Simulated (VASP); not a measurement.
# Be (Fm-3m) in VASP: relaxation of cell and atoms with PBE

Aim: the relaxation of cell and atoms of Be with PBE.

Everything below comes from runs of VASP 6.6.1. Logs are shortened: lines on timing, memory, paths and dates and some standing lists are left out, and cuts for length are marked.

## (1) The cell of the first run

Symmetry: Fm-3m, No. 225, cubic system. The conventional cell has a = 3.170 Å, b = 3.170 Å, c = 3.170 Å, α = 90.00°, β = 90.00°, γ = 90.00°. Be (site symmetry m-3m) has 12 Be at 2.24 Å within 3.0 Å.

This isn't the form of Be at room conditions, which is hcp.

## (2) Relaxation of cell and atoms, PBE, target pressure -1.3 GPa, at which the enthalpy is minimised

The input, INCAR:

```
SYSTEM = Be
ALGO = Normal
EDIFF = 1E-6
EDIFFG = -0.005
ENCUT = 600
GGA = PE
IBRION = 2
ISIF = 3
ISMEAR = -1
LASPH = .True.
LCHARG = .False.
LREAL = .False.
LWAVE = .False.
NELM = 80
NSW = 32
PREC = Accurate
PSTRESS = -13.0
SIGMA = 0.08
```

The input, KPOINTS:

```
k-points
0
Gamma
  21 21 21
  0 0 0
```

The input, POSCAR:

```
Be
1.0
    0.0000000000      1.5848458850      1.5848458850
    1.5848458850      0.0000000000      1.5848458850
    1.5848458850      1.5848458850      0.0000000000
Be
1
Direct
    0.0000000000      0.0000000000      0.0000000000
```

Potentials or basis: VASP PAW PBE potentials, release 64 (Be).

The run is started by

```console
> cat potpaw_PBE.64/Be/POTCAR > POTCAR
> mpirun -np 1 vasp_std > vasp.out
```

OUTCAR:

```text
SYSTEM = Be
   EDIFF = 1E-6
   EDIFFG = -0.005
   ENCUT = 600
   GGA = PE
   IBRION = 2
   ISIF = 3
   ISMEAR = -1
   LASPH = .True.
   LREAL = .False.
   NELM = 80
   NSW = 32
   PREC = Accurate
   PSTRESS = -13.0

 ion  position               nearest neighbor table
   1  0.000  0.000  0.000-

  LATTYP: Found a face centered cubic cell.
 ALAT       =     3.1696917700

  Lattice vectors:

 A1 = (   0.0000000000,   1.5848458850,   1.5848458850)
 A2 = (   1.5848458850,   0.0000000000,   1.5848458850)
 A3 = (   1.5848458850,   1.5848458850,   0.0000000000)

Analysis of symmetry for initial positions (statically):
=====================================================================
 Subroutine PRICEL returns:
 Original cell was already a primitive cell.

 Routine SETGRP: Setting up the symmetry group for a
 face centered cubic supercell.

 Subroutine GETGRP returns: Found 48 space group operations
 (whereof 48 operations were pure point group operations)
 out of a pool of 48 trial point group operations.

The static configuration has the point symmetry O_h .

Analysis of symmetry for dynamics (positions and initial velocities):
=====================================================================
 Subroutine PRICEL returns:
 Original cell was already a primitive cell.

 Routine SETGRP: Setting up the symmetry group for a
 face centered cubic supercell.

 Subroutine GETGRP returns: Found 48 space group operations
 (whereof 48 operations were pure point group operations)
 out of a pool of 48 trial point group operations.

The dynamic configuration has the point symmetry O_h .

 Subroutine INISYM returns: Found 48 space group operations
 (whereof 48 operations are pure point group operations),
 and found     1 'primitive' translations

----------------------------------------------------------------------------------------

                                     Primitive cell

  volume of cell :       7.9614

  direct lattice vectors                    reciprocal lattice vectors
     0.000000000  1.584845885  1.584845885    -0.315488089  0.315488089  0.315488089
     1.584845885  0.000000000  1.584845885     0.315488089 -0.315488089  0.315488089
     1.584845885  1.584845885  0.000000000     0.315488089  0.315488089 -0.315488089

  length of vectors
     2.241310545  2.241310545  2.241310545     0.546441400  0.546441400  0.546441400

  position of ions in fractional coordinates (direct lattice)
     0.000000000  0.000000000  0.000000000

  ion indices of the primitive-cell ions
   primitive index   ion index
                 1           1

----------------------------------------------------------------------------------------

 KPOINTS: k-points

Automatic generation of k-mesh.
 Grid dimensions read from file:
 generate k-points for:   21   21   21

 Generating k-lattice:

  Cartesian coordinates                     Fractional coordinates (reciprocal lattice)
    -0.015023242  0.015023242  0.015023242     0.047619048  0.000000000  0.000000000
     0.015023242 -0.015023242  0.015023242     0.000000000  0.047619048  0.000000000
     0.015023242  0.015023242 -0.015023242     0.000000000  0.000000000  0.047619048

  Length of vectors
     0.026021019  0.026021019  0.026021019

  Shift w.r.t. Gamma in fractional coordinates (k-lattice)
     0.000000000  0.000000000  0.000000000

 Subroutine IBZKPT returns following result:
[... 47 lines left out ...]
   ENCUT  =  600.0 eV  44.10 Ry    6.64 a.u.   4.48  4.48  4.48*2*pi/ulx,y,z
   NELM   =     80;   NELMIN=  2; NELMDL= -5     # of ELM steps
   EDIFF  = 0.1E-05   stopping-criterion for ELM
   LREAL  =      F    real-space projection
   EDIFFG = -.5E-02   stopping-criterion for IOM
   NSW    =     32    number of steps for IOM
   IBRION =      2    ionic relax: 0-MD 1-quasi-New 2-CG
   NFREE  =      1    steps in history (QN), initial steepest desc. (CG)
   ISIF   =      3    stress and relaxation
   ISYM   =      2    0-nonsym 1-usesym 2-fastsym
   POTIM  = 0.5000    time-step for ionic-motion
   TEBEG  =    0.0;   TEEND  =   0.0 temperature during run
   PSTRESS=  -13.0 pullay stress
   NELECT =       2.0000    total number of electrons
   NUPDOWN=      -1.0000    fix difference up-down
   EMIN   =  10.00;   EMAX   =-10.00  energy-range for DOS
   EFERMI =   0.00;   METHOD = LEGACY
   ISMEAR =    -1;   SIGMA  =   0.08  broadening in eV -4-tet -1-fermi 0-gaus
   EFERMI_NEDOS =   21; number of points for ismear=-14 and -15
   IALGO  =     38    algorithm
   IMIX   =      4    mixing-type and parameters
     AMIX     =   0.40;   BMIX     =  1.00
     AMIX_MAG =   1.60;   BMIX_MAG =  1.00
  volume/ion in A,a.u.               =       7.96        53.73
  Fermi-wavevector in a.u.,A,eV,Ry     =   1.032970  1.952031 14.517790  1.067027
  Thomas-Fermi vector in A             =   2.167194
   LORBIT       =      0    0 simple, 1 ext, 2 COOP (PROOUT), +10 PAW based schemes
   GGA     = PE    functional components
   LHFCALC =     F    Hartree Fock is set to
   AEXX    =    0.0000 exact exchange contribution
   IVDW    =     0    specifies the selected vdW correction
   LEPSILON=     F    determine dielectric tensor
   LRPA    =     F    only Hartree local field effects (RPA)
 conjugate gradient relaxation of ions
 non-spin polarized calculation
  energy-cutoff  :      600.00
  volume of cell :        7.96
 maximum number of plane-waves:       283
 NGX is ok and might be reduce to    18
   NGX =  9   NGY =  9   NGZ =  9

--------------------------------------- Ionic step        1  -------------------------------------------

 number of electron       2.0000000 magnetization

 Free energy of the ion-electron system (eV)
  ---------------------------------------------------
  ext. energy  EPLUGINS =         0.00000000
  ---------------------------------------------------
  free energy    TOTEN  =        -3.68644117 eV

  energy without entropy =       -3.68386892  energy(sigma->0) =       -3.68515505

------------------------ aborting loop because EDIFF is reached ----------------------------------------

  FORCE on cell =-STRESS in cart. coord.  units (eV):
  Direction    XX          YY          ZZ          XY          YZ          ZX
  --------------------------------------------------------------------------------------
  -------------------------------------------------------------------------------------
  Total       -0.0566161     -0.0566161     -0.0566161     -0.0000000      0.0000000     -0.0000000
  in kB      -11.3935679    -11.3935679    -11.3935679     -0.0000000      0.0000000     -0.0000000
  external PRESSURE =       1.6064321 kB  Pullay stress =     -13.0000000 kB

 VOLUME and BASIS-vectors are now :
 -----------------------------------------------------------------------------
  energy-cutoff  :      600.00
  volume of cell :        7.96
      direct lattice vectors                 reciprocal lattice vectors
     0.000000000  1.584845885  1.584845885    -0.315488089  0.315488089  0.315488089
     1.584845885  0.000000000  1.584845885     0.315488089 -0.315488089  0.315488089
     1.584845885  1.584845885  0.000000000     0.315488089  0.315488089 -0.315488089

 POSITION                                       TOTAL-FORCE (eV/Angst)
 -----------------------------------------------------------------------------------
      0.00000      0.00000      0.00000         0.000000      0.000000      0.000000
 -----------------------------------------------------------------------------------
    total drift:                               -0.000000      0.000000     -0.000000

  FREE ENERGIE OF THE ION-ELECTRON SYSTEM (eV)
  ---------------------------------------------------
  free  energy   TOTEN  =        -3.6864411744 eV

  energy  without entropy=       -3.6838689248  energy(sigma->0) =       -3.68515505

  enthalpy is  TOTEN    =        -3.7510398888 eV   P V=       -0.0645987144

--------------------------------------- Ionic step        2  -------------------------------------------

 number of electron       2.0000000 magnetization

 Free energy of the ion-electron system (eV)
  ---------------------------------------------------
  ext. energy  EPLUGINS =         0.00000000
  ---------------------------------------------------
  free energy    TOTEN  =        -3.68637128 eV

  energy without entropy =       -3.68378196  energy(sigma->0) =       -3.68507662

 E-fermi :   7.4308     XC(G=0): -10.5836

 val. band max:        7.3265813766   @ k =  -0.2857   0.4286   0.1905
 cond. band min:       7.4718235860   @ k =  -0.4762   0.0476   0.0000
 fundamental gap:      0.1452422094
 Fermi energy:         7.4308476787

 k-point     1 :       0.0000    0.0000    0.0000
  band No.  band energies     occupation
      1      -4.3517      2.00000
      2      26.7019      0.00000
      3      26.7019      0.00000
      4      26.7019      0.00000
      5      36.3433      0.00000
[... 177 lines left out ...]
 k-point    24 :      -0.3810    0.0476    0.0000
  band No.  band energies     occupation
      1       0.7256      2.00000
      2       9.8306      0.00000
      3      23.1324      0.00000
      4      24.1995      0.00000
      5      32.8839      0.00000

 [... further k-points ...]

------------------------ aborting loop because EDIFF is reached ----------------------------------------

  FORCE on cell =-STRESS in cart. coord.  units (eV):
  Direction    XX          YY          ZZ          XY          YZ          ZX
  --------------------------------------------------------------------------------------
  -------------------------------------------------------------------------------------
  Total       -0.0634154     -0.0634154     -0.0634154     -0.0000000     -0.0000000     -0.0000000
  in kB      -12.7471300    -12.7471300    -12.7471300     -0.0000000     -0.0000000     -0.0000000
  external PRESSURE =       0.2528700 kB  Pullay stress =     -13.0000000 kB

 VOLUME and BASIS-vectors are now :
 -----------------------------------------------------------------------------
  energy-cutoff  :      600.00
  volume of cell :        7.97
      direct lattice vectors                 reciprocal lattice vectors
    -0.000000000  1.585456210  1.585456210    -0.315366641  0.315366641  0.315366641
     1.585456210  0.000000000  1.585456210     0.315366641 -0.315366641  0.315366641
     1.585456210  1.585456210  0.000000000     0.315366641  0.315366641 -0.315366641

 POSITION                                       TOTAL-FORCE (eV/Angst)
 -----------------------------------------------------------------------------------
      0.00000      0.00000      0.00000        -0.000000     -0.000000     -0.000000
 -----------------------------------------------------------------------------------
    total drift:                               -0.000000      0.000000     -0.000000

  FREE ENERGIE OF THE ION-ELECTRON SYSTEM (eV)
  ---------------------------------------------------
  free  energy   TOTEN  =        -3.6863712766 eV

  energy  without entropy=       -3.6837819620  energy(sigma->0) =       -3.68507662

  enthalpy is  TOTEN    =        -3.7510446507 eV   P V=       -0.0646733742

 reached required accuracy - stopping structural energy minimisation
```

Wall time 7.1 s (1 thread of Intel Xeon 6975P-C (Granite Rapids), shared host); peak memory 0.12 GiB.

What came out:

- Free energy: -3.6864 eV
- Relaxed volume: 7.97 Å³/atom
- Relaxed cell: a = 2.242 Å, b = 2.242 Å, c = 2.242 Å, α = 60.00°, β = 60.00°, γ = 60.00°
- Space group after relaxing (to 0.1 Å): Fm-3m (No. 225)
- Energy change on relaxing (the run minimises the enthalpy): +0.1 meV/atom
- Ionic steps: 2
- Pressure after relaxing: -1.3 GPa
- Band gap on the k mesh: zero (bands 1 and 2 overlap by 0.50 eV)

Final structure:
```xyz
1
Lattice="0.0000 1.5855 1.5855 1.5855 0.0000 1.5855 1.5855 1.5855 0.0000" Properties=species:S:1:pos:R:3 pbc="T T T"
Be    0.0000    0.0000    0.0000
```

Caveat: the cell is relaxed towards a set pressure, so the run minimises the enthalpy, not the energy.

The gap in the log of VASP goes by the Fermi energy; the results here count the filled bands.